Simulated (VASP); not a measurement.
Runs of VASP 6.6.1 on Si2Ge. The structure is that of space group P-3m1 (No. 164), or close to it. The cells are those of the table. 

```csv
task,cell,k mesh,cutoff (eV),smearing,gap on the mesh (eV),pressure (GPa),largest force (eV/Å)
single point,"a = 3.928, b = 3.928, c = 9.619 Å, angles 90.0, 90.0, 120.0°, 6 atoms",12 × 12 × 4,520,gaussian 0.02 eV,0.59,-0.1,0.01
single point,"a = 3.935, b = 3.935, c = 9.597 Å, angles 90.0, 90.0, 120.0°, 6 atoms",5 × 5 × 2,520,gaussian 0.2 eV,0.55,0.0,(a)
relaxation of cell and atoms,"relaxed from a = 3.890, b = 3.890, c = 9.530 Å, angles 90.0, 90.0, 120.0°, 6 atoms",5 × 5 × 2,600,gaussian 0.2 eV,0.74,0.0,0.01
single point,"a = 3.933, b = 3.933, c = 9.599 Å, angles 90.0, 90.0, 120.0°, 6 atoms",5 × 5 × 2,520,gaussian 0.2 eV,0.74,-0.1,0.03
```

Alike in all rows: level PBE; potentials or basis VASP PAW PBE potentials, release 64 (Si, Ge_d); no spin polarisation.

Task: Estimate the missing entries.

Result: (a) 0.02.

Caveats: the relaxation stopped at a loose force limit of 0.08 eV/Å, so its end isn't a converged minimum (some runs).

A k mesh can miss the band edges, and the runs leave out spin-orbit coupling on Ge.
